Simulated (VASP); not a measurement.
Set up this calculation in VASP 6.6.1, as the native input.

```yaml
Task: single point
Functional: PBE
Potentials_or_basis: VASP PAW PBE potentials, release 64 (Li_sv, Cl)
Cutoff: 520 eV
k_mesh: 9 × 9 × 4
Occupations: gaussian, width 0.02 eV
Spin: no spin polarisation
Dipole_correction: no
Further_INCAR_settings: ALGO = Normal; EDIFF = 1e-06; NBANDS = 18
```

The structure of LiCl lies in POSCAR:

```
LiCl
1.0
    3.8676181769      0.0000000000      0.0000000000
   -1.9338090885      3.3494555934      0.0000000000
    0.0000000000      0.0000000000      6.0736951910
Li Cl
2 2
Direct
    0.6666666700      0.3333333300      0.8900608860
    0.3333333300      0.6666666700      0.3643762410
    0.6666666700      0.3333333300      0.4945659866
    0.3333333300      0.6666666700      1.0009988864
```

This cell differs from its parent crystal: strained and its atoms moved.

These files were run (other wordings do the same):

INCAR

```
SYSTEM = LiCl
  PREC = Accurate
  ENCUT = 520
  EDIFF = 1E-6
  ISMEAR = 0
  SIGMA = 0.02
  LREAL = .FALSE.
  LASPH = .TRUE.
  NELM = 60
  ALGO = Normal
  ISIF = 2
  LWAVE = .FALSE.
  LCHARG = .FALSE.
  GGA = PE
  NBANDS = 18
```

KPOINTS

```
Automatic mesh
0
G
  9 9 4
  0 0 0
```

Potentials or basis: VASP PAW PBE potentials, release 64 (Li_sv, Cl).

The run is started by

```console
$ cat potpaw_PBE.64/Li_sv/POTCAR potpaw_PBE.64/Cl/POTCAR > POTCAR
$ mpirun -np 1 vasp_std > vasp.out
```

Results of the run:

```json
{"Largest force": "0.517 eV/Å", "Band gap on the k mesh": "6.13 eV, direct"}
```

Caveat: the cell differs from its parent crystal (strained and its atoms moved).

It took 79 s on 1 thread of Oxide Virtual Turin-like Processor (shared host), peak memory 0.18 GiB.
